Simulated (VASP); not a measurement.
# BP in VASP: a series of runs

Runs on BP. Level: r2SCAN. Tasks: single point.

Everything below comes from runs of VASP 6.6.1. Logs are shortened: lines on timing, memory, paths and dates and some standing lists are left out, and cuts for length are marked.

## Step 1: The cell of the first run

Symmetry: I-4m2, No. 119, tetragonal system. Conventional cell: a = 3.209 Å, b = 3.209 Å, c = 4.720 Å, α = 90.00°, β = 90.00°, γ = 90.00°. B (site symmetry -4m2) has 4 P at 1.99 Å within 2.6 Å. Within 2.6 Å of P (site symmetry -4m2) lie 4 B at 1.99 Å.

## Step 2: Single point, r2SCAN (strain +0.000 along x and y, +0.040 along z)

Input file POSCAR:

```
BP
1.0
    0.0000000000      2.2690000000      2.3597600000
    2.2690000000      0.0000000000      2.3597600000
    2.2690000000      2.2690000000      0.0000000000
B P
1 1
Direct
    0.0000000000      0.0000000000      0.0000000000
    0.7500000000      0.7500000000      0.7500000000
```

Input file INCAR.step1:

```
PREC = Accurate ; ENCUT = 520
ISMEAR = 0 ; SIGMA = 0.05
LREAL = False ; LASPH = True
NELM = 60 ; NBANDS = 11
GGA = PE ; ALGO = Normal
EDIFF = 1E-4 ; LWAVE = True
LCHARG = False
```

Input file INCAR.step2:

```
PREC = Accurate ; ENCUT = 520
EDIFF = 1E-6 ; ISMEAR = 0
SIGMA = 0.05 ; LREAL = False
LASPH = True ; NELM = 60
ALGO = Normal ; ISIF = 2
LWAVE = False ; LCHARG = False
METAGGA = R2SCAN ; LMIXTAU = True
NBANDS = 11 ; ISTART = 1
```

Input file KPOINTS:

```
Automatic mesh
0
Gamma
  10 10 10
```

Potentials or basis: VASP PAW PBE potentials, release 64 (B, P).

Command:

```bash
$ cat potpaw_PBE.64/B/POTCAR potpaw_PBE.64/P/POTCAR > POTCAR
$ cp INCAR.step1 INCAR
$ mpirun -np 1 vasp_std > vasp.out
$ cp INCAR.step2 INCAR
$ mpirun -np 1 vasp_std > vasp.out
```

OUTCAR:

```text
PREC = Accurate
   ENCUT = 520
   EDIFF = 1E-6
   ISMEAR = 0
   LREAL = False
   LASPH = True
   NELM = 60
   ISIF = 2
   METAGGA = R2SCAN
   ISTART = 1

 ion  position               nearest neighbor table
   1  0.000  0.000  0.000-   2 1.99   2 1.99   2 1.99   2 1.99
   2  0.750  0.750  0.750-   1 1.99   1 1.99   1 1.99   1 1.99

  LATTYP: Found a body centered tetragonal cell.
 ALAT       =     3.2088505730
 C/A-ratio  =     1.4707821049

  Lattice vectors:

 A1 = (  -2.2690000000,   0.0000000000,   2.3597600000)
 A2 = (   2.2690000000,   0.0000000000,   2.3597600000)
 A3 = (   0.0000000000,   2.2690000000,  -2.3597600000)

Analysis of symmetry for initial positions (statically):
=====================================================================
 Subroutine PRICEL returns:
 Original cell was already a primitive cell.

 Routine SETGRP: Setting up the symmetry group for a
 body centered tetragonal supercell.

 Subroutine GETGRP returns: Found  8 space group operations
 (whereof  8 operations were pure point group operations)
 out of a pool of 16 trial point group operations.

The static configuration has the point symmetry D_2d.

Analysis of symmetry for dynamics (positions and initial velocities):
=====================================================================
 Subroutine PRICEL returns:
 Original cell was already a primitive cell.

 Routine SETGRP: Setting up the symmetry group for a
 body centered tetragonal supercell.

 Subroutine GETGRP returns: Found  8 space group operations
 (whereof  8 operations were pure point group operations)
 out of a pool of 16 trial point group operations.

The dynamic configuration has the point symmetry D_2d.

 Subroutine INISYM returns: Found  8 space group operations
 (whereof  8 operations are pure point group operations),
 and found     1 'primitive' translations

----------------------------------------------------------------------------------------

                                     Primitive cell

  volume of cell :      24.2978

  direct lattice vectors                    reciprocal lattice vectors
     0.000000000  2.269000000  2.359760000    -0.220361393  0.220361393  0.211885955
     2.269000000  0.000000000  2.359760000     0.220361393 -0.220361393  0.211885955
     2.269000000  2.269000000  0.000000000     0.220361393  0.220361393 -0.211885955

  length of vectors
     3.273656710  3.273656710  3.208850573     0.376847376  0.376847376  0.376847376

  position of ions in fractional coordinates (direct lattice)
     0.000000000  0.000000000  0.000000000
     0.750000000  0.750000000  0.750000000

  ion indices of the primitive-cell ions
   primitive index   ion index
                 1           1
                 2           2

----------------------------------------------------------------------------------------

 KPOINTS: Automatic mesh

Automatic generation of k-mesh.
 Grid dimensions read from file:
 generate k-points for:   10   10   10

 Generating k-lattice:

  Cartesian coordinates                     Fractional coordinates (reciprocal lattice)
    -0.022036139  0.022036139  0.021188595     0.100000000  0.000000000  0.000000000
     0.022036139 -0.022036139  0.021188595     0.000000000  0.100000000  0.000000000
     0.022036139  0.022036139 -0.021188595     0.000000000  0.000000000  0.100000000

  Length of vectors
     0.037684738  0.037684738  0.037684738

  Shift w.r.t. Gamma in fractional coordinates (k-lattice)
     0.000000000  0.000000000  0.000000000

 Subroutine IBZKPT returns following result:
 ===========================================

 Found    102 irreducible k-points:

 Following reciprocal coordinates:
            Coordinates               Weight
  0.000000  0.000000  0.000000      1.000000
  0.100000  0.000000  0.000000      8.000000
  0.200000  0.000000  0.000000      8.000000
  0.300000 -0.000000  0.000000      8.000000
  0.400000  0.000000  0.000000      8.000000
  0.500000  0.000000  0.000000      4.000000
[... 16 lines left out ...]
  0.300000  0.300000  0.000000      2.000000
  0.400000  0.300000  0.000000      8.000000
 [... further k-points ...]
   k-points           NKPTS =    102   k-points in BZ     NKDIM =    102   number of bands    NBANDS=     11
   number of dos      NEDOS =    301   number of ions     NIONS =      2
   total plane-waves  NPLWV =  13824
   dimension x,y,z NGX =    24 NGY =   24 NGZ =   24
   dimension x,y,z NGXF=    48 NGYF=   48 NGZF=   48
   ions per type =               1   1
   NGX,Y,Z   is equivalent  to a cutoff of  12.19, 12.19, 12.43 a.u.
   NGXF,Y,Z  is equivalent  to a cutoff of  24.38, 24.38, 24.87 a.u.
 SYSTEM =  unknown system
   PREC   = accura    normal or accurate (medium, high low for compatibility)
   ISTART =      1    job   : 0-new  1-cont  2-samecut
   ICHARG =      0    charge: 1-file 2-atom 10-const
   ISPIN  =      1    spin polarized calculation?
   LNONCOLLINEAR =      F non collinear calculations
   LSORBIT =      F    spin-orbit coupling
   LASPH  =      T    aspherical Exc in radial PAW
   ENCUT  =  520.0 eV  38.22 Ry    6.18 a.u.   6.09  6.09  5.97*2*pi/ulx,y,z
   NELM   =     60;   NELMIN=  2; NELMDL=  0     # of ELM steps
   EDIFF  = 0.1E-05   stopping-criterion for ELM
   LREAL  =      F    real-space projection
   EDIFFG = 0.1E-04   stopping-criterion for IOM
   NSW    =      0    number of steps for IOM
   IBRION =     -1    ionic relax: 0-MD 1-quasi-New 2-CG
   NFREE  =      0    steps in history (QN), initial steepest desc. (CG)
   ISIF   =      2    stress and relaxation
   ISYM   =      2    0-nonsym 1-usesym 2-fastsym
   POTIM  = 0.5000    time-step for ionic-motion
   TEBEG  =    0.0;   TEEND  =   0.0 temperature during run
   PSTRESS=    0.0 pullay stress
   NELECT =       8.0000    total number of electrons
   NUPDOWN=      -1.0000    fix difference up-down
   EMIN   =  10.00;   EMAX   =-10.00  energy-range for DOS
   EFERMI =   0.00;   METHOD = LEGACY
   ISMEAR =     0;   SIGMA  =   0.05  broadening in eV -4-tet -1-fermi 0-gaus
   EFERMI_NEDOS =   21; number of points for ismear=-14 and -15
   IALGO  =     38    algorithm
   IMIX   =      4    mixing-type and parameters
     AMIX     =   0.40;   BMIX     =  1.00
     AMIX_MAG =   1.60;   BMIX_MAG =  1.00
  volume/ion in A,a.u.               =      12.15        81.98
  Fermi-wavevector in a.u.,A,eV,Ry     =   1.130444  2.136230 17.386948  1.277905
  Thomas-Fermi vector in A             =   2.267141
   LORBIT       =      0    0 simple, 1 ext, 2 COOP (PROOUT), +10 PAW based schemes
   METAGGA = R2SCAN    functional components
   LHFCALC =     F    Hartree Fock is set to
   AEXX    =    0.0000 exact exchange contribution
   IVDW    =     0    specifies the selected vdW correction
   LEPSILON=     F    determine dielectric tensor
   LRPA    =     F    only Hartree local field effects (RPA)
 non-spin polarized calculation
 Gauss-broadening in eV      SIGMA  =   0.05
  energy-cutoff  :      520.00
  volume of cell :       24.30
 maximum number of plane-waves:       666
   NGX = 13   NGY = 13   NGZ = 11

 number of electron       7.9999999 magnetization

 Free energy of the ion-electron system (eV)
  ---------------------------------------------------
  ext. energy  EPLUGINS =         0.00000000
  ---------------------------------------------------
  free energy    TOTEN  =       -17.26719605 eV

  energy without entropy =      -17.26719605  energy(sigma->0) =      -17.26719605

 E-fermi :   7.3146     XC(G=0): -11.3255

 val. band max:        7.0707423823   @ k =   0.0000   0.0000   0.0000
 cond. band min:       8.2610145854   @ k =   0.4000   0.0000   0.4000
 fundamental gap:      1.1902722031
 Fermi energy:         7.3145663399

 k-point     1 :       0.0000    0.0000    0.0000
  band No.  band energies     occupation
      1      -8.9713      2.00000
      2       6.6512      2.00000
      3       7.0707      2.00000
      4       7.0707      2.00000
      5      10.4438      0.00000
      6      10.4438      0.00000
      7      10.6830      0.00000
      8      14.2876      0.00000
      9      18.8903      0.00000
     10      19.0735      0.00000
     11      20.0000      0.00000

 k-point     2 :       0.1000    0.0000    0.0000
  band No.  band energies     occupation
      1      -8.7878      2.00000
      2       5.5645      2.00000
      3       6.5031      2.00000
      4       6.7834      2.00000
      5      10.8096      0.00000
      6      10.8717      0.00000
      7      11.1635      0.00000
      8      14.8700      0.00000
      9      18.3503      0.00000
     10      19.2596      0.00000
     11      19.6250      0.00000

 k-point     3 :       0.2000    0.0000    0.0000
  band No.  band energies     occupation
      1      -8.2449      2.00000
      2       3.1841      2.00000
      3       5.8723      2.00000
      4       6.2426      2.00000
      5      11.0138      0.00000
      6      11.6755      0.00000
      7      11.8063      0.00000
      8      16.2324      0.00000
      9      17.9691      0.00000
     10      18.4979      0.00000
     11      20.5095      0.00000

 k-point     4 :       0.3000   -0.0000    0.0000
  band No.  band energies     occupation
      1      -7.3755      2.00000
      2       0.7752      2.00000
      3       5.3250      2.00000
      4       5.7744      2.00000
      5      10.8689      0.00000
      6      12.0818      0.00000
      7      12.1505      0.00000
      8      17.3973      0.00000
      9      18.7760      0.00000
     10      18.8598      0.00000
     11      20.7277      0.00000
[... 239 lines left out ...]
 k-point    22 :      -0.2000    0.2000    0.0000
  band No.  band energies     occupation
      1      -7.0369      2.00000
      2       1.3796      2.00000
      3       2.5255      2.00000
      4       5.9165      2.00000
      5      11.9834      0.00000
      6      12.4868      0.00000
      7      13.2771      0.00000
      8      15.4991      0.00000
      9      17.0349      0.00000
     10      21.3590      0.00000
     11      23.4736      0.00000

 k-point    23 :       0.3000    0.3000    0.0000
  band No.  band energies     occupation
      1      -6.9232      2.00000
      2       1.5400      2.00000
      3       3.8889      2.00000
      4       3.8889      2.00000
      5       9.0274      0.00000
      6      11.3179      0.00000
      7      16.1275      0.00000
      8      16.1275      0.00000
      9      20.0147      0.00000
     10      22.1769      0.00000
     11      23.7448      0.00000

 k-point    24 :       0.4000    0.3000    0.0000
  band No.  band energies     occupation
      1      -6.1149      2.00000
      2       0.2683      2.00000
      3       2.9588      2.00000
      4       3.6053      2.00000
      5       9.3406      0.00000
      6      11.1485      0.00000
      7      16.7151      0.00000
      8      16.8579      0.00000
      9      21.1619      0.00000
     10      22.9101      0.00000
     11      24.2173      0.00000

 [... further k-points ...]

------------------------ aborting loop because EDIFF is reached ----------------------------------------

  FORCE on cell =-STRESS in cart. coord.  units (eV):
  Direction    XX          YY          ZZ          XY          YZ          ZX
  --------------------------------------------------------------------------------------
  -------------------------------------------------------------------------------------
  Total       -0.4484617     -0.4484617     -2.1900414      0.0000000      0.0000000      0.0000000
  in kB      -29.5712088    -29.5712088   -144.4096035      0.0000000      0.0000000      0.0000000
  external PRESSURE =     -67.8506737 kB  Pullay stress =       0.0000000 kB

 VOLUME and BASIS-vectors are now :
 -----------------------------------------------------------------------------
  energy-cutoff  :      520.00
  volume of cell :       24.30
      direct lattice vectors                 reciprocal lattice vectors
     0.000000000  2.269000000  2.359760000    -0.220361393  0.220361393  0.211885955
     2.269000000  0.000000000  2.359760000     0.220361393 -0.220361393  0.211885955
     2.269000000  2.269000000  0.000000000     0.220361393  0.220361393 -0.211885955

 POSITION                                       TOTAL-FORCE (eV/Angst)
 -----------------------------------------------------------------------------------
      0.00000      0.00000      0.00000         0.000000      0.000000     -0.000000
      3.40350      3.40350      3.53964        -0.000000     -0.000000      0.000000
 -----------------------------------------------------------------------------------
    total drift:                               -0.000000     -0.000000     -0.000000

  FREE ENERGIE OF THE ION-ELECTRON SYSTEM (eV)
  ---------------------------------------------------
  free  energy   TOTEN  =       -17.2671960533 eV

  energy  without entropy=      -17.2671960533  energy(sigma->0) =      -17.26719605
```

It took 26 s on 1 thread of Intel Xeon 6975P-C (Granite Rapids), shared host; peak memory 0.15 GiB.

What came out:

```yaml
Free_energy: -17.2672 eV
Pressure: -6.8 GPa
Band_gap_on_the_k_mesh: 1.19 eV, indirect (least direct gap 3.37 eV)
```

Levels at points of the mesh, in eV from the valence-band top:
```csv
k point,band 2,band 3,band 4,band 5,band 6,band 7
"(0.00, 0.00, 0.00)",-0.42,0.00,0.00,3.37,3.37,3.61
"(0.50, 0.00, 0.00)",-9.35,-2.22,-1.69,3.56,4.88,5.06
"(0.50, 0.50, 0.00)",-9.29,-4.06,-4.06,1.78,2.18,12.53
"(0.50, 0.00, 0.50)",-8.94,-4.51,-4.43,1.33,1.62,12.07
```

Caveat: the cell differs from its parent crystal (strain +0.000 along x and y, +0.040 along z); the PAW data sets were made with another functional, which shifts forces and pressure a little. A k mesh can miss the band edges.

## Step 3: Single point, r2SCAN (strain +0.040 along x and y, +0.080 along z)

Input file POSCAR:

```
BP
1.0
    0.0000000000      2.3597600000      2.4505200000
    2.3597600000      0.0000000000      2.4505200000
    2.3597600000      2.3597600000      0.0000000000
B P
1 1
Direct
    0.0000000000      0.0000000000      0.0000000000
    0.7500000000      0.7500000000      0.7500000000
```

Input file INCAR.step1:

```
ALGO     = Normal         # electronic algorithm
EDIFF    = 1E-4           # SCF threshold, eV
ENCUT    = 520            # plane-wave cutoff, eV
GGA      = PE             # functional
ISMEAR   = 0              # smearing method
LASPH    = True           # aspherical terms in the spheres
LCHARG   = False          # write CHGCAR
LREAL    = False          # projectors in reciprocal space
LWAVE    = True           # write WAVECAR
NBANDS   = 11             # bands
NELM     = 100            # most SCF steps
PREC     = Accurate       # precision mode
SIGMA    = 0.05           # smearing width, eV
```

Input file INCAR.step2:

```
ALGO     = Normal         # electronic algorithm
EDIFF    = 1E-7           # SCF threshold, eV
ENCUT    = 520            # plane-wave cutoff, eV
ISIF     = 2              # what is computed and relaxed
ISMEAR   = 0              # smearing method
ISTART   = 1            
LASPH    = True           # aspherical terms in the spheres
LCHARG   = False          # write CHGCAR
LMIXTAU  = True         
LREAL    = False          # projectors in reciprocal space
LWAVE    = False          # write WAVECAR
METAGGA  = R2SCAN         # meta-GGA
NBANDS   = 11             # bands
NELM     = 100            # most SCF steps
PREC     = Accurate       # precision mode
SIGMA    = 0.05           # smearing width, eV
```

Input file KPOINTS:

```
k-points
0
Gamma
  10 10 10
```

Potentials or basis: VASP PAW PBE potentials, release 64 (B, P).

Command:

```bash
$ cat potpaw_PBE.64/B/POTCAR potpaw_PBE.64/P/POTCAR > POTCAR
$ cp INCAR.step1 INCAR
$ mpirun -np 1 vasp_std > vasp.out
$ cp INCAR.step2 INCAR
$ mpirun -np 1 vasp_std > vasp.out
```

It took 76 s on 1 thread of Intel Xeon 6975P-C (Granite Rapids), shared host; peak memory 0.17 GiB.

The run converged. Its results:

| Property | Result |
| --- | --- |
| Free energy | -17.0077 eV |
| Pressure | -20.0 GPa |
| Band gap on the k mesh | 1.36 eV, indirect (least direct gap 3.26 eV) |

Stress tensor (GPa, compression positive):
```
-16.75   0.00   0.00
  0.00 -16.75   0.00
  0.00   0.00 -26.49
```

Levels at points of the mesh, in eV from the valence-band top:
| k point | band 1 | band 2 | band 3 | band 4 | band 5 | band 6 | band 7 | band 8 |
| --- | --- | --- | --- | --- | --- | --- | --- | --- |
| (0.00, 0.00, 0.00) | -15.02 | -0.38 | 0.00 | 0.00 | 3.26 | 3.26 | 3.49 | 5.49 |
| (0.50, 0.00, 0.00) | -12.10 | -8.54 | -2.01 | -1.55 | 2.98 | 4.76 | 4.95 | 10.19 |
| (0.50, 0.50, 0.00) | -10.88 | -8.64 | -3.65 | -3.65 | 1.96 | 2.25 | 11.42 | 11.42 |
| (0.50, 0.00, 0.50) | -10.58 | -8.35 | -4.04 | -3.97 | 1.55 | 1.77 | 11.11 | 11.70 |

Caveat: the cell differs from its parent crystal (strain +0.040 along x and y, +0.080 along z); the PAW data sets were made with another functional, which shifts forces and pressure a little. A k mesh can miss the band edges.

## Step 4: Single point, r2SCAN (strain -0.080 along x and y, -0.080 along z)

Input file POSCAR:

```
BP
1.0
    0.0000000000      2.0874800000      2.0874800000
    2.0874800000      0.0000000000      2.0874800000
    2.0874800000      2.0874800000      0.0000000000
B P
1 1
Direct
    0.0000000000      0.0000000000      0.0000000000
    0.7500000000      0.7500000000      0.7500000000
```

Input file INCAR.step1:

```
ALGO = Normal ; EDIFF = 1E-4
ENCUT = 520 ; GGA = PE
ISMEAR = 0 ; LASPH = T
LCHARG = F ; LREAL = F
LWAVE = T ; NBANDS = 11
NELM = 80 ; PREC = Accurate
SIGMA = 0.05
```

Input file INCAR.step2:

```
ALGO = Normal ; EDIFF = 1E-6
ENCUT = 520 ; ISIF = 2
ISMEAR = 0 ; ISTART = 1
LASPH = T ; LCHARG = F
LMIXTAU = T ; LREAL = F
LWAVE = F ; METAGGA = R2SCAN
NBANDS = 11 ; NELM = 80
PREC = Accurate ; SIGMA = 0.05
```

KPOINTS is that of step 3.

Command:

```bash
$ cat potpaw_PBE.64/B/POTCAR potpaw_PBE.64/P/POTCAR > POTCAR
$ cp INCAR.step1 INCAR
$ mpirun -np 1 vasp_std > vasp.out
$ cp INCAR.step2 INCAR
$ mpirun -np 1 vasp_std > vasp.out
```

Wall time 65 s (1 thread of AMD EPYC 7R13, shared host); peak memory 0.11 GiB.

Results (log left out):

- Free energy: -16.4469 eV
- Pressure: 65.8 GPa
- Band gap on the k mesh: 0.99 eV, indirect (least direct gap 4.21 eV)

Levels at points of the mesh, in eV from the valence-band top:
```
           k point  band 1  band 2  band 3  band 4  band 5  band 6  band 7  band 8
(0.00, 0.00, 0.00)  -18.72    0.00    0.00    0.00    4.21    4.21    4.21   12.20
(0.50, 0.00, 0.00)  -14.14  -11.49   -2.13   -2.13    5.20    5.20    5.86   11.90
(0.50, 0.50, 0.00)  -12.11  -10.52   -5.29   -5.29    0.99    1.75   15.66   15.66
```

Caveat: the cell differs from its parent crystal (strain -0.080 along x and y, -0.080 along z); the PAW data sets were made with another functional, which shifts forces and pressure a little. A k mesh can miss the band edges.

## Step 5: Overview

| cell | gap on the mesh (eV) | pressure (GPa) |
| --- | --- | --- |
| a = 3.274, b = 3.274, c = 3.209 Å, angles 60.7, 60.7, 58.7°, 2 atoms | 1.19 | -6.8 |
| a = 3.402, b = 3.402, c = 3.337 Å, angles 60.6, 60.6, 58.7°, 2 atoms | 1.36 | -20.0 |
| a = 2.952 Å, angles 60.0°, 2 atoms | 0.99 | 65.8 |

Alike in all rows: task single point; level r2SCAN; potentials or basis VASP PAW PBE potentials, release 64 (B, P); no spin polarisation; k mesh 10 × 10 × 10; cutoff (eV) 520; smearing gaussian 0.05 eV.

Caveats: the PAW data sets were made with another functional, which shifts forces and pressure a little.

Total energies depend on the potentials used, so only differences within one code and one set of settings carry meaning.
